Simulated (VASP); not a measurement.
# Ca (P6/mmm) in VASP: a series of runs

Runs on Ca. Level: r2SCAN. Tasks: single point.

Everything below comes from runs of VASP 6.6.1. Logs are shortened: lines on timing, memory, paths and dates and some standing lists are left out, and cuts for length are marked.

## Step 1: The cell of the first run

The structure is hexagonal, space group P6/mmm (No. 191). Conventional cell: a = 3.791 Å, b = 3.791 Å, c = 3.542 Å, α = 90.00°, β = 90.00°, γ = 120.00°. Ca (site symmetry 6/mmm) has 8 Ca at 3.54 to 3.79 Å within 4.7 Å.

## Step 2: Single point, r2SCAN

The input, POSCAR:

```
Ca
1.0
    3.7905385436      0.0000000000      0.0000000000
   -1.8952692718      3.2827026728      0.0000000000
    0.0000000000      0.0000000000      3.5417844517
Ca
1
Direct
    0.0000000000      0.0000000000      0.0000000000
```

The input, INCAR.step1:

```
SYSTEM = Ca
PREC = Accurate
ENCUT = 520
ISMEAR = 0
SIGMA = 0.1
LREAL = .FALSE.
LASPH = .TRUE.
NELM = 100
NBANDS = 11
GGA = PE
ALGO = Normal
EDIFF = 1E-4
LWAVE = .TRUE.
LCHARG = .FALSE.
```

The input, INCAR.step2:

```
SYSTEM = Ca
PREC = Accurate
ENCUT = 520
EDIFF = 1E-7
ISMEAR = 0
SIGMA = 0.1
LREAL = .FALSE.
LASPH = .TRUE.
NELM = 100
ALGO = Normal
ISIF = 2
LWAVE = .FALSE.
LCHARG = .TRUE.
METAGGA = R2SCAN
LMIXTAU = .TRUE.
LELF = .TRUE.
LVHAR = .TRUE.
NBANDS = 11
ISTART = 1
```

The input, KPOINTS:

```
Automatic mesh
0
G
  6 6 6
  0 0 0
```

Potentials or basis: VASP PAW PBE potentials, release 64 (Ca_sv).

Launch:

```
cat potpaw_PBE.64/Ca_sv/POTCAR > POTCAR
cp INCAR.step1 INCAR
mpirun -np 1 vasp_std > vasp.out
cp INCAR.step2 INCAR
mpirun -np 1 vasp_std > vasp.out
```

OUTCAR:

```text
SYSTEM = Ca
   PREC = Accurate
   ENCUT = 520
   EDIFF = 1E-7
   ISMEAR = 0
   LREAL = .FALSE.
   LASPH = .TRUE.
   NELM = 100
   ISIF = 2
   METAGGA = R2SCAN
   ISTART = 1

 ion  position               nearest neighbor table
   1  0.000  0.000  0.000-

  LATTYP: Found a hexagonal cell.
 ALAT       =     3.7905385436
 C/A-ratio  =     0.9343750000

  Lattice vectors:

 A1 = (   3.7905385436,   0.0000000000,   0.0000000000)
 A2 = (  -1.8952692718,   3.2827026728,   0.0000000000)
 A3 = (   0.0000000000,   0.0000000000,   3.5417844517)

Analysis of symmetry for initial positions (statically):
=====================================================================
 Subroutine PRICEL returns:
 Original cell was already a primitive cell.

 Routine SETGRP: Setting up the symmetry group for a
 hexagonal supercell.

 Subroutine GETGRP returns: Found 24 space group operations
 (whereof 24 operations were pure point group operations)
 out of a pool of 24 trial point group operations.

The static configuration has the point symmetry D_6h.

Analysis of symmetry for dynamics (positions and initial velocities):
=====================================================================
 Subroutine PRICEL returns:
 Original cell was already a primitive cell.

 Routine SETGRP: Setting up the symmetry group for a
 hexagonal supercell.

 Subroutine GETGRP returns: Found 24 space group operations
 (whereof 24 operations were pure point group operations)
 out of a pool of 24 trial point group operations.

The dynamic configuration has the point symmetry D_6h.

 Subroutine INISYM returns: Found 24 space group operations
 (whereof 24 operations are pure point group operations),
 and found     1 'primitive' translations

----------------------------------------------------------------------------------------

                                     Primitive cell

  volume of cell :      44.0712

  direct lattice vectors                    reciprocal lattice vectors
     3.790538544  0.000000000  0.000000000     0.263814756  0.152313520  0.000000000
    -1.895269272  3.282702673  0.000000000     0.000000000  0.304627040  0.000000000
     0.000000000  0.000000000  3.541784452     0.000000000  0.000000000  0.282343551

  length of vectors
     3.790538544  3.790538544  3.541784452     0.304627040  0.304627040  0.282343551

[... 76 lines left out ...]
   ENCUT  =  520.0 eV  38.22 Ry    6.18 a.u.   7.05  7.05  6.59*2*pi/ulx,y,z
   NELM   =    100;   NELMIN=  2; NELMDL=  0     # of ELM steps
   EDIFF  = 0.1E-06   stopping-criterion for ELM
   LREAL  =      F    real-space projection
   EDIFFG = 0.1E-05   stopping-criterion for IOM
   NSW    =      0    number of steps for IOM
   IBRION =     -1    ionic relax: 0-MD 1-quasi-New 2-CG
   NFREE  =      0    steps in history (QN), initial steepest desc. (CG)
   ISIF   =      2    stress and relaxation
   ISYM   =      2    0-nonsym 1-usesym 2-fastsym
   POTIM  = 0.5000    time-step for ionic-motion
   TEBEG  =    0.0;   TEEND  =   0.0 temperature during run
   PSTRESS=    0.0 pullay stress
   NELECT =      10.0000    total number of electrons
   NUPDOWN=      -1.0000    fix difference up-down
   EMIN   =  10.00;   EMAX   =-10.00  energy-range for DOS
   EFERMI =   0.00;   METHOD = LEGACY
   ISMEAR =     0;   SIGMA  =   0.10  broadening in eV -4-tet -1-fermi 0-gaus
   EFERMI_NEDOS =   21; number of points for ismear=-14 and -15
   IALGO  =     38    algorithm
   IMIX   =      4    mixing-type and parameters
     AMIX     =   0.40;   BMIX     =  1.00
     AMIX_MAG =   1.60;   BMIX_MAG =  1.00
  volume/ion in A,a.u.               =      44.07       297.41
  Fermi-wavevector in a.u.,A,eV,Ry     =   0.998520  1.886929 13.565574  0.997042
  Thomas-Fermi vector in A             =   2.130749
   LORBIT       =      0    0 simple, 1 ext, 2 COOP (PROOUT), +10 PAW based schemes
   METAGGA = R2SCAN    functional components
   LHFCALC =     F    Hartree Fock is set to
   AEXX    =    0.0000 exact exchange contribution
   IVDW    =     0    specifies the selected vdW correction
   LEPSILON=     F    determine dielectric tensor
   LRPA    =     F    only Hartree local field effects (RPA)
 non-spin polarized calculation
 Gauss-broadening in eV      SIGMA  =   0.10
  energy-cutoff  :      520.00
  volume of cell :       44.07
 maximum number of plane-waves:      1208
   NGX = 15   NGY = 15   NGZ = 13

 number of electron       9.9999999 magnetization

 Free energy of the ion-electron system (eV)
  ---------------------------------------------------
  ext. energy  EPLUGINS =         0.00000000
  ---------------------------------------------------
  free energy    TOTEN  =        -6.81649190 eV

  energy without entropy =       -6.81153899  energy(sigma->0) =       -6.81401544

 E-fermi :   1.7986     XC(G=0):  -8.0493

 val. band max:        1.7695083570   @ k =   0.3333   0.3333   0.0000
 cond. band min:       1.8130571113   @ k =   0.3333   0.1667   0.5000
 fundamental gap:      0.0435487543
 Fermi energy:         1.7985792393

 k-point     1 :       0.0000    0.0000    0.0000
  band No.  band energies     occupation
      1     -42.2129      2.00000
      2     -22.2386      2.00000
      3     -22.2386      2.00000
      4     -22.2242      2.00000
      5      -2.3215      2.00000
      6       3.0061      0.00000
      7       4.3694      0.00000
      8       4.3694      0.00000
      9       6.2478      0.00000
     10       6.2478      0.00000
     11      10.6592      0.00000
[... 309 lines left out ...]
 k-point    24 :       0.3333    0.0000    0.5000
  band No.  band energies     occupation
      1     -42.1865      2.00000
      2     -22.3963      2.00000
      3     -22.3287      2.00000
      4     -22.2469      2.00000
      5       1.4836      1.99999
      6       2.2286      0.00000
      7       3.9985      0.00000
      8       4.6480      0.00000
      9       5.0132      0.00000
     10       5.9021      0.00000
     11       7.2415      0.00000

 [... further k-points ...]
[... 5 lines left out ...]
  --------------------------------------------------------------------------------------
  -------------------------------------------------------------------------------------
  Total       -0.0695307     -0.0695307     -0.2242193      0.0000000      0.0000000      0.0000000
  in kB       -2.5277417     -2.5277417     -8.1513393      0.0000000      0.0000000      0.0000000
  external PRESSURE =      -4.4022742 kB  Pullay stress =       0.0000000 kB

 VOLUME and BASIS-vectors are now :
 -----------------------------------------------------------------------------
  energy-cutoff  :      520.00
  volume of cell :       44.07
      direct lattice vectors                 reciprocal lattice vectors
     3.790538544  0.000000000  0.000000000     0.263814756  0.152313520  0.000000000
    -1.895269272  3.282702673  0.000000000     0.000000000  0.304627040  0.000000000
     0.000000000  0.000000000  3.541784452     0.000000000  0.000000000  0.282343551

 POSITION                                       TOTAL-FORCE (eV/Angst)
 -----------------------------------------------------------------------------------
      0.00000      0.00000      0.00000         0.000000      0.000000      0.000000
 -----------------------------------------------------------------------------------
    total drift:                               -0.000000      0.000000     -0.000000

  FREE ENERGIE OF THE ION-ELECTRON SYSTEM (eV)
  ---------------------------------------------------
  free  energy   TOTEN  =        -6.8164918987 eV

  energy  without entropy=       -6.8115389855  energy(sigma->0) =       -6.81401544
```

OSZICAR.step1:

```text
N       E                     dE             d eps       ncg     rms          rms(c)
DAV:   1     0.673250406323E+02    0.67325E+02   -0.48832E+03   616   0.812E+02
DAV:   2     0.856665922071E-01   -0.67239E+02   -0.66624E+02   679   0.208E+02
DAV:   3    -0.165299013061E+01   -0.17387E+01   -0.17226E+01   905   0.322E+01
DAV:   4    -0.171885495146E+01   -0.65865E-01   -0.65440E-01   838   0.490E+00
DAV:   5    -0.171970253046E+01   -0.84758E-03   -0.84749E-03   856   0.504E-01    0.232E+00
DAV:   6    -0.171366081611E+01    0.60417E-02   -0.10961E-02   688   0.114E+00    0.142E+00
DAV:   7    -0.171202939122E+01    0.16314E-02   -0.17783E-02   643   0.153E+00    0.116E-01
DAV:   8    -0.171165447920E+01    0.37491E-03   -0.20317E-03   670   0.409E-01    0.311E-02
DAV:   9    -0.171168185738E+01   -0.27378E-04   -0.14213E-04   711   0.996E-02
   1 F= -.17116819E+01 E0= -.17086614E+01  d E =-.604094E-02
```

Run time: 25 s. Hardware: 1 thread of AMD EPYC 9R45 (Zen 5), shared host; peak memory 0.14 GiB.

What came out:

```
Free energy            : -6.8165 eV
Pressure               : -0.4 GPa
Band gap on the k mesh : zero (band 5 reaches 2.57 eV, above the bottom of band 6 at 1.10 eV)
```

Stress tensor (GPa, compression positive):
```
-0.25  0.00  0.00
 0.00 -0.25  0.00
 0.00  0.00 -0.82
```

Levels at points of the mesh, in eV from the Fermi level:
| k point | band 1 | band 2 | band 3 | band 4 | band 5 | band 6 | band 7 | band 8 | band 9 | band 10 |
| --- | --- | --- | --- | --- | --- | --- | --- | --- | --- | --- |
| (0.00, 0.00, 0.00) | -44.01 | -24.04 | -24.04 | -24.02 | -4.12 | 1.21 | 2.57 | 2.57 | 4.45 | 4.45 |
| (0.50, 0.00, 0.00) | -44.00 | -24.19 | -24.07 | -24.01 | -0.90 | -0.36 | 1.40 | 3.30 | 4.23 | 4.53 |
| (0.00, 0.00, 0.50) | -44.00 | -24.21 | -24.02 | -24.02 | -1.26 | -0.70 | 2.96 | 2.96 | 3.29 | 3.29 |
| (0.50, 0.00, 0.50) | -43.98 | -24.19 | -24.16 | -24.05 | -0.12 | 0.90 | 2.69 | 2.72 | 3.03 | 4.63 |

Caveat: the PAW data sets were made with another functional, which shifts forces and pressure a little.

## Step 3: Single point, r2SCAN

This run uses another cell than the first one, of 42.94 Å³/atom, 0.974 times its volume.

The input, POSCAR:

```
Ca
1.0
    3.7701940785      0.0000000000      0.0000000000
   -1.8850970392      3.2650838492      0.0000000000
    0.0000000000      0.0000000000      3.4878182812
Ca
1
Direct
    0.0000000000      0.0000000000      0.0000000000
```

The input, INCAR.step1:

```
PREC = Accurate
ENCUT = 520
ISMEAR = 0
SIGMA = 0.1
LREAL = False
LASPH = True
NELM = 100
NBANDS = 11
GGA = PE
ALGO = Normal
EDIFF = 1E-4
LWAVE = True
LCHARG = False
```

The input, INCAR.step2:

```
PREC = Accurate
ENCUT = 520
EDIFF = 1E-7
ISMEAR = 0
SIGMA = 0.1
LREAL = False
LASPH = True
NELM = 100
ALGO = Normal
ISIF = 2
LWAVE = False
LCHARG = True
METAGGA = R2SCAN
LMIXTAU = True
LELF = True
LVHAR = True
NBANDS = 11
ISTART = 1
```

The input, KPOINTS:

```
Automatic mesh
0
Gamma
  18 18 16
```

Potentials or basis: VASP PAW PBE potentials, release 64 (Ca_sv).

Launch:

```
cat potpaw_PBE.64/Ca_sv/POTCAR > POTCAR
cp INCAR.step1 INCAR
mpirun -np 1 vasp_std > vasp.out
cp INCAR.step2 INCAR
mpirun -np 1 vasp_std > vasp.out
```

Wall time 5 min (1 thread of AMD EPYC 9R45 (Zen 5), shared host); peak memory 0.26 GiB.

The run converged. Its results:

- Free energy: -6.8029 eV
- Pressure: 0.1 GPa
- Band gap on the k mesh: zero (band 5 reaches 2.64 eV, above the bottom of band 6 at 1.23 eV)

Levels at points of the mesh, in eV from the Fermi level:
```tsv
k point	band 2	band 3	band 4	band 5	band 6	band 7	band 8	band 9
(0.00, 0.00, 0.00)	-23.93	-23.93	-23.92	-4.12	1.24	2.64	2.64	4.59
(0.50, 0.00, 0.00)	-24.09	-23.97	-23.91	-0.88	-0.32	1.43	3.45	4.38
(0.00, 0.00, 0.50)	-24.14	-23.91	-23.91	-1.16	-0.63	3.07	3.07	3.35
(0.50, 0.00, 0.50)	-24.12	-24.06	-23.95	-0.13	1.00	2.76	2.87	3.16
```

Caveat: the PAW data sets were made with another functional, which shifts forces and pressure a little.
